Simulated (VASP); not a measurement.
# AgCl (I4mm) in VASP: notebook

Runs on AgCl. Level: LDA. Tasks: single point.

All numbers are computed with VASP 6.6.1; they aren't measurements. Logs are shortened: lines on timing, memory, paths and dates and some standing lists are left out, and cuts for length are marked.

### 1 The cell of the first run

It takes space group I4mm (No. 107, tetragonal). Conventional cell: a = 3.786 Å, b = 3.786 Å, c = 5.355 Å, α = 90.00°, β = 90.00°, γ = 90.00°. Within 2.7 Å of Ag (site symmetry 4mm) lie 1 Cl at 2.08 Å. Cl (site symmetry 4mm) has 1 Ag at 2.08 Å within 2.7 Å.

### 2 Single point, LDA

The input, INCAR:

```
SYSTEM = AgCl
PREC = Accurate
ENCUT = 520
EDIFF = 1E-7
ISMEAR = 0
SIGMA = 0.05
LREAL = .False.
LASPH = .True.
NELM = 60
ALGO = Normal
ISIF = 2
LWAVE = .False.
LCHARG = .True.
LELF = .True.
LVHAR = .True.
NBANDS = 16
```

The input, KPOINTS:

```
Automatic mesh
0
Gamma
  10 10 10
  0 0 0
```

The input, POSCAR:

```
AgCl
1.0
    0.0000000000      2.6773114500      2.6773114500
    2.6773114500      0.0000000000      2.6773114500
    2.6773114500      2.6773114500      0.0000000000
Ag Cl
1 1
Direct
    0.5278030294      0.4721969706      0.5278030294
   -0.0845997951      0.0845997951     -0.0845997951
```

Potentials or basis: VASP PAW LDA potentials, release 64 (Ag, Cl).

Run with:

```
$ cat potpaw_LDA.64/Ag/POTCAR potpaw_LDA.64/Cl/POTCAR > POTCAR
$ mpirun -np 1 vasp_std > vasp.out
```

OUTCAR:

```text
SYSTEM = AgCl
   PREC = Accurate
   ENCUT = 520
   EDIFF = 1E-7
   ISMEAR = 0
   LREAL = .False.
   LASPH = .True.
   NELM = 60
   ISIF = 2

 ion  position               nearest neighbor table
   1  0.528  0.472  0.528-   2 2.08   2 2.74   2 2.74   2 2.74   2 2.74
   2  0.915  0.085  0.915-   1 2.08   1 2.74   1 2.74   1 2.74   1 2.74

  LATTYP: Found a face centered cubic cell.
 ALAT       =     5.3546229000

  Lattice vectors:

 A1 = (   0.0000000000,   2.6773114500,   2.6773114500)
 A2 = (   2.6773114500,   0.0000000000,   2.6773114500)
 A3 = (   2.6773114500,   2.6773114500,   0.0000000000)

Analysis of symmetry for initial positions (statically):
=====================================================================
 Subroutine PRICEL returns:
 Original cell was already a primitive cell.

 Routine SETGRP: Setting up the symmetry group for a
 face centered cubic supercell.

 Subroutine GETGRP returns: Found  8 space group operations
 (whereof  8 operations were pure point group operations)
 out of a pool of 48 trial point group operations.

The static configuration has the point symmetry C_4v.

Analysis of symmetry for dynamics (positions and initial velocities):
=====================================================================
 Subroutine PRICEL returns:
 Original cell was already a primitive cell.

 Routine SETGRP: Setting up the symmetry group for a
 face centered cubic supercell.

 Subroutine GETGRP returns: Found  8 space group operations
 (whereof  8 operations were pure point group operations)
 out of a pool of 48 trial point group operations.

The dynamic configuration has the point symmetry C_4v.

 Subroutine INISYM returns: Found  8 space group operations
 (whereof  8 operations are pure point group operations),
 and found     1 'primitive' translations

----------------------------------------------------------------------------------------

                                     Primitive cell

  volume of cell :      38.3819

  direct lattice vectors                    reciprocal lattice vectors
     0.000000000  2.677311450  2.677311450    -0.186754514  0.186754514  0.186754514
     2.677311450  0.000000000  2.677311450     0.186754514 -0.186754514  0.186754514
     2.677311450  2.677311450  0.000000000     0.186754514  0.186754514 -0.186754514

  length of vectors
     3.786290163  3.786290163  3.786290163     0.323468308  0.323468308  0.323468308

  position of ions in fractional coordinates (direct lattice)
     0.527803029  0.472196971  0.527803029
     0.915400205  0.084599795  0.915400205
[... 72 lines left out ...]
   LNONCOLLINEAR =      F non collinear calculations
   LSORBIT =      F    spin-orbit coupling
   LASPH  =      T    aspherical Exc in radial PAW
   ENCUT  =  520.0 eV  38.22 Ry    6.18 a.u.   7.04  7.04  7.04*2*pi/ulx,y,z
   NELM   =     60;   NELMIN=  2; NELMDL= -5     # of ELM steps
   EDIFF  = 0.1E-06   stopping-criterion for ELM
   LREAL  =      F    real-space projection
   EDIFFG = 0.1E-05   stopping-criterion for IOM
   NSW    =      0    number of steps for IOM
   IBRION =     -1    ionic relax: 0-MD 1-quasi-New 2-CG
   NFREE  =      0    steps in history (QN), initial steepest desc. (CG)
   ISIF   =      2    stress and relaxation
   ISYM   =      2    0-nonsym 1-usesym 2-fastsym
   POTIM  = 0.5000    time-step for ionic-motion
   TEBEG  =    0.0;   TEEND  =   0.0 temperature during run
   PSTRESS=    0.0 pullay stress
   NELECT =      18.0000    total number of electrons
   NUPDOWN=      -1.0000    fix difference up-down
   EMIN   =  10.00;   EMAX   =-10.00  energy-range for DOS
   EFERMI =   0.00;   METHOD = LEGACY
   ISMEAR =     0;   SIGMA  =   0.05  broadening in eV -4-tet -1-fermi 0-gaus
   EFERMI_NEDOS =   21; number of points for ismear=-14 and -15
   IALGO  =     38    algorithm
   IMIX   =      4    mixing-type and parameters
     AMIX     =   0.40;   BMIX     =  1.00
     AMIX_MAG =   1.60;   BMIX_MAG =  1.00
  volume/ion in A,a.u.               =      19.19       129.51
  Fermi-wavevector in a.u.,A,eV,Ry     =   1.271911  2.403564 22.010933  1.617758
  Thomas-Fermi vector in A             =   2.404818
   LORBIT       =      0    0 simple, 1 ext, 2 COOP (PROOUT), +10 PAW based schemes
   GGA     = CA    functional components
   LHFCALC =     F    Hartree Fock is set to
   AEXX    =    0.0000 exact exchange contribution
   IVDW    =     0    specifies the selected vdW correction
   LEPSILON=     F    determine dielectric tensor
   LRPA    =     F    only Hartree local field effects (RPA)
 non-spin polarized calculation
 Gauss-broadening in eV      SIGMA  =   0.05
  energy-cutoff  :      520.00
  volume of cell :       38.38
 maximum number of plane-waves:      1056
   NGX = 15   NGY = 15   NGZ = 15

 number of electron      17.9999997 magnetization

 Free energy of the ion-electron system (eV)
  ---------------------------------------------------
  ext. energy  EPLUGINS =         0.00000000
  ---------------------------------------------------
  free energy    TOTEN  =        -5.99406321 eV

  energy without entropy =       -5.99406321  energy(sigma->0) =       -5.99406321

 E-fermi :   5.1150     XC(G=0): -10.9110

 val. band max:        4.8310885679   @ k =   0.3000   0.0000   0.0000
 cond. band min:       5.9635422744   @ k =   0.0000   0.0000   0.0000
 fundamental gap:      1.1324537064
 Fermi energy:         5.1149620670

 k-point     1 :       0.0000    0.0000    0.0000
  band No.  band energies     occupation
      1     -11.0925      2.00000
      2      -0.7045      2.00000
      3       0.3485      2.00000
      4       0.3485      2.00000
      5       1.8963      2.00000
      6       1.9463      2.00000
[... 433 lines left out ...]
      3       0.1960      2.00000
      4       0.2755      2.00000
      5       1.7825      2.00000
      6       1.8987      2.00000
[... 8 lines left out ...]
     15      17.9572      0.00000
     16      18.2158      0.00000

 [... further k-points ...]
[... 5 lines left out ...]
  --------------------------------------------------------------------------------------
  -------------------------------------------------------------------------------------
  Total       -0.0303995      9.7320619     -0.0303995     -0.0000000      0.0000000     -0.0000000
  in kB       -1.2689674    406.2456874     -1.2689674     -0.0000000      0.0000000     -0.0000000
  external PRESSURE =     134.5692509 kB  Pullay stress =       0.0000000 kB

 VOLUME and BASIS-vectors are now :
 -----------------------------------------------------------------------------
  energy-cutoff  :      520.00
  volume of cell :       38.38
      direct lattice vectors                 reciprocal lattice vectors
     0.000000000  2.677311450  2.677311450    -0.186754514  0.186754514  0.186754514
     2.677311450  0.000000000  2.677311450     0.186754514 -0.186754514  0.186754514
     2.677311450  2.677311450  0.000000000     0.186754514  0.186754514 -0.186754514

 POSITION                                       TOTAL-FORCE (eV/Angst)
 -----------------------------------------------------------------------------------
      2.67731      2.82619      2.67731         0.000000     -4.602505      0.000000
      2.67731      4.90162      2.67731         0.000000      4.602505      0.000000
 -----------------------------------------------------------------------------------
    total drift:                               -0.000001      0.000108     -0.000001

  FREE ENERGIE OF THE ION-ELECTRON SYSTEM (eV)
  ---------------------------------------------------
  free  energy   TOTEN  =        -5.9940632145 eV

  energy  without entropy=       -5.9940632145  energy(sigma->0) =       -5.99406321
```

stdout:

```text
POSCAR found type information on POSCAR AgCl
 POSCAR found :  2 types and       2 ions
 scaLAPACK will be used
 LDA part: xc-table for (Slater(with rela. corr.)+CA(PZ))
 , standard interpolation
 POSCAR, INCAR and KPOINTS ok, starting setup
 FFT: planning ... GRIDC
 FFT: planning ... GRID_SOFT
 FFT: planning ... GRID
 WAVECAR not read
 entering main loop
```

It took 46 s on 1 thread of Intel Xeon 6975P-C, shared host; peak memory 0.18 GiB.

Results:

```yaml
Free_energy: -5.9941 eV
Pressure: 13.5 GPa
Largest_force: 4.603 eV/Å
Band_gap_on_the_k_mesh: 1.13 eV, indirect (least direct gap 1.48 eV)
```

Forces in eV/Å, atoms in the order of the input:
```
Ag   0.000 -4.603  0.000
Cl   0.000  4.603  0.000
```

Stress tensor (GPa, compression positive):
```
-0.13  0.00  0.00
 0.00 40.62  0.00
 0.00  0.00 -0.13
```

Caveat: forces of over 1 eV/Å act on the atoms, so gaps and moduli don't describe the material at rest.

### 3 Single point, LDA

The input, INCAR:

```
PREC = Accurate
ENCUT = 520
EDIFF = 1E-6
ISMEAR = 0
SIGMA = 0.05
LREAL = False
LASPH = True
NELM = 60
ALGO = Normal
ISIF = 2
LWAVE = False
LCHARG = True
LELF = True
LVHAR = True
NBANDS = 16
```

The input, KPOINTS:

```
Automatic mesh
0
Gamma
  10 10 10
```

The input, POSCAR:

```
AgCl
1.0
    0.0000000000      2.6773114500      2.6773114500
    2.6773114500      0.0000000000      2.6773114500
    2.6773114500      2.6773114500      0.0000000000
Ag Cl
1 1
Direct
    0.5092676765      0.4907323235      0.5092676765
   -0.0281999317      0.0281999317     -0.0281999317
```

Potentials or basis: VASP PAW LDA potentials, release 64 (Ag, Cl).

Run with:

```
$ cat potpaw_LDA.64/Ag/POTCAR potpaw_LDA.64/Cl/POTCAR > POTCAR
$ mpirun -np 1 vasp_std > vasp.out
```

OUTCAR:

```text
PREC = Accurate
   ENCUT = 520
   EDIFF = 1E-6
   ISMEAR = 0
   LREAL = False
   LASPH = True
   NELM = 60
   ISIF = 2

 ion  position               nearest neighbor table
   1  0.509  0.491  0.509-   2 2.48   2 2.68   2 2.68   2 2.68   2 2.68   2 2.88
   2  0.972  0.028  0.972-   1 2.48   1 2.68   1 2.68   1 2.68   1 2.68   1 2.88

  LATTYP: Found a face centered cubic cell.
 ALAT       =     5.3546229000

  Lattice vectors:

 A1 = (   0.0000000000,   2.6773114500,   2.6773114500)
 A2 = (   2.6773114500,   0.0000000000,   2.6773114500)
[... 624 lines left out ...]
      3       0.9083      2.00000
      4       1.4385      2.00000
      5       1.9498      2.00000
      6       2.0283      2.00000
[... 8 lines left out ...]
     15      17.8220      0.00000
     16      18.3423      0.00000

 [... further k-points ...]
[... 5 lines left out ...]
  --------------------------------------------------------------------------------------
  -------------------------------------------------------------------------------------
  Total       -0.0134294      0.7476054     -0.0134294     -0.0000000     -0.0000000     -0.0000000
  in kB       -0.5605836     31.2073113     -0.5605836     -0.0000000     -0.0000000     -0.0000000
  external PRESSURE =      10.0287147 kB  Pullay stress =       0.0000000 kB

 VOLUME and BASIS-vectors are now :
 -----------------------------------------------------------------------------
  energy-cutoff  :      520.00
  volume of cell :       38.38
      direct lattice vectors                 reciprocal lattice vectors
     0.000000000  2.677311450  2.677311450    -0.186754514  0.186754514  0.186754514
     2.677311450  0.000000000  2.677311450     0.186754514 -0.186754514  0.186754514
     2.677311450  2.677311450  0.000000000     0.186754514  0.186754514 -0.186754514

 POSITION                                       TOTAL-FORCE (eV/Angst)
 -----------------------------------------------------------------------------------
      2.67731      2.72694      2.67731         0.000000     -0.441496      0.000000
      2.67731      5.20362      2.67731         0.000000      0.441496      0.000000
 -----------------------------------------------------------------------------------
    total drift:                               -0.000000      0.000082     -0.000000

  FREE ENERGIE OF THE ION-ELECTRON SYSTEM (eV)
  ---------------------------------------------------
  free  energy   TOTEN  =        -6.7541217169 eV

  energy  without entropy=       -6.7541217169  energy(sigma->0) =       -6.75412172
```

OSZICAR:

```text
N       E                     dE             d eps       ncg     rms          rms(c)
DAV:   1     0.895379726528E+02    0.89538E+02   -0.86788E+03  3280   0.103E+03
DAV:   2    -0.415854204366E+01   -0.93697E+02   -0.86412E+02  4144   0.220E+02
DAV:   3    -0.690318868734E+01   -0.27446E+01   -0.27389E+01  3968   0.391E+01
DAV:   4    -0.691647871724E+01   -0.13290E-01   -0.13289E-01  4264   0.310E+00
DAV:   5    -0.691661689292E+01   -0.13818E-03   -0.13817E-03  3976   0.314E-01    0.878E+00
DAV:   6    -0.676394524681E+01    0.15267E+00   -0.24804E-01  4296   0.699E+00    0.574E+00
DAV:   7    -0.675662745205E+01    0.73178E-02   -0.69499E-02  4056   0.177E+00    0.221E+00
DAV:   8    -0.675421327323E+01    0.24142E-02   -0.34050E-03  3640   0.548E-01    0.282E-01
DAV:   9    -0.675411747423E+01    0.95799E-04   -0.38012E-04  4328   0.224E-01    0.320E-02
DAV:  10    -0.675412092659E+01   -0.34524E-05   -0.14395E-05  3976   0.378E-02    0.127E-02
DAV:  11    -0.675412171692E+01   -0.79033E-06   -0.12827E-06  2792   0.989E-03
   1 F= -.67541217E+01 E0= -.67541217E+01  d E =-.749643E-13
```

stdout:

```text
POSCAR found type information on POSCAR AgCl
 POSCAR found :  2 types and       2 ions
 scaLAPACK will be used
 LDA part: xc-table for (Slater(with rela. corr.)+CA(PZ))
 , standard interpolation
 POSCAR, INCAR and KPOINTS ok, starting setup
 FFT: planning ... GRIDC
 FFT: planning ... GRID_SOFT
 FFT: planning ... GRID
 WAVECAR not read
 entering main loop
```

It took 44 s on 1 thread of Intel Xeon 6975P-C, shared host; peak memory 0.18 GiB.

Results:

* Free energy: -6.7541 eV
* Pressure: 1.0 GPa
* Largest force: 0.441 eV/Å
* Band gap on the k mesh: 0.73 eV, indirect (least direct gap 2.63 eV)

Forces on the atoms (eV/Å):
```
Ag   0.000 -0.441  0.000
Cl   0.000  0.441  0.000
```

A k mesh can miss the band edges. A hybrid or GW would open this gap; LDA tends to underestimate it.

### 4 Single point, LDA

The input, INCAR:

```
SYSTEM = AgCl
ALGO = Normal
EDIFF = 1E-6
ENCUT = 520
GGA = CA
ISIF = 2
ISMEAR = 0
LASPH = .TRUE.
LCHARG = .TRUE.
LELF = .TRUE.
LREAL = .FALSE.
LVHAR = .TRUE.
LWAVE = .FALSE.
NBANDS = 16
NELM = 80
PREC = Accurate
SIGMA = 0.05
```

The input, KPOINTS:

```
k-points
0
G
  10 10 10
  0 0 0
```

The input, POSCAR:

```
AgCl
1.0
    0.0000000000      2.6773114500      2.6773114500
    2.6773114500      0.0000000000      2.6773114500
    2.6773114500      2.6773114500      0.0000000000
Ag Cl
1 1
Direct
    0.5185353529      0.4814646471      0.5185353529
   -0.0563998634      0.0563998634     -0.0563998634
```

Run with:

```
$ cat potpaw_LDA.64/Ag/POTCAR potpaw_LDA.64/Cl/POTCAR > POTCAR
$ mpirun -np 1 vasp_std > vasp.out
```

It took 45 s on 1 thread of Intel Xeon 6975P-C, shared host; peak memory 0.19 GiB.

It converged, with:

| Item | Value |
| --- | --- |
| Free energy | -6.5694 eV |
| Pressure | 4.7 GPa |
| Largest force | 1.589 eV/Å |
| Band gap on the k mesh | 0.95 eV, indirect (least direct gap 1.87 eV) |

Forces on the atoms (eV/Å):
```
Ag   0.000 -1.589  0.000
Cl   0.000  1.589  0.000
```

Stress tensor (GPa, compression positive):
```
-0.15  0.00  0.00
 0.00 14.41  0.00
 0.00  0.00 -0.15
```

Levels at points of the mesh, in eV from the valence-band top:
```tsv
k point	band 7	band 8	band 9	band 10	band 11	band 12
(0.00, 0.00, 0.00)	-1.58	-1.58	-0.92	0.95	10.18	10.35
(0.50, 0.00, 0.00)	-1.99	-0.03	0.00	4.21	6.91	7.61
(0.50, 0.50, 0.00)	-2.10	-2.06	-1.70	2.27	7.30	9.00
(0.50, 0.00, 0.50)	-2.29	-2.29	-2.22	2.30	7.90	9.57
```

Caveat: forces of over 1 eV/Å act on the atoms, so gaps and moduli don't describe the material at rest. A k mesh can miss the band edges.
